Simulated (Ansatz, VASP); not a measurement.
## Two plane-wave programs on Cr

```
Cr
1.0
     0.00000    0.00000    4.41000
     2.71400    0.00000    0.00000
     0.00000    4.70079    0.00000
Cr
4
Direct
  0.25000 0.00000 0.33333
  0.25000 0.50000 0.83333
  0.75000 0.50000 0.16667
  0.75000 0.00000 0.66667
```

Alike in both runs: task single point; functional PBE; k mesh 6 × 10 × 6; occupations fermi-dirac, width 0.05 eV; collinear spin.

|  | VASP | Ansatz |
| --- | --- | --- |
| version | VASP 6.6.1 | Ansatz 0.2.0 |
| potentials or method | VASP PAW PBE potentials, release 64 (Cr_pv) | PAW with Ansatz's default frozen-core files, scalar-relativistic |
| plane-wave cutoff (eV) | 520 | 420 |
| valence electrons in the cell | 48 | 56 |

```csv
,VASP,Ansatz,Ansatz less VASP
net moment per atom (μB),0.00,0.00,0.000
size of the moment on the site where the two differ most (μB),2.40,2.28,-0.120
```

Site moments also hang on the region over which each program counts them. With one functional, cell and mesh, what is left measures potentials, basis and numerics. VASP's potentials hold 48 valence electrons a cell and Ansatz's 56, so a difference there can come from the potentials and not from the codes.
